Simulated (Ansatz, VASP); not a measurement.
## BP in VASP and in Ansatz

```
B P
1.0
     0.00000    2.29078    2.29078
     2.29078    0.00000    2.29078
     2.29078    2.29078    0.00000
B P
1 1
Direct
  0.00000 0.00000 0.00000
  0.25000 0.25000 0.25000
```

Alike in both runs: task single point; functional r2SCAN; k mesh 8 × 8 × 8; no spin polarisation.

```csv
,VASP,Ansatz
version,VASP 6.6.1,Ansatz 0.2.0
potentials or method,"VASP PAW PBE potentials, release 64 (B, P)","plane waves, PAW"
plane-wave cutoff (eV),520,500
occupations,"gaussian, width 0.01 eV",fixed
valence electrons in the cell,8,8
```

|  | VASP | Ansatz | Ansatz less VASP |
| --- | --- | --- | --- |
| gap on the k mesh at the Fermi level (eV) | 1.51 | 1.48 | -0.030 |
| pressure (GPa) | -5.2 | -4.7 | +0.48 |

VASP's potentials were made for PBE, not for r2SCAN.
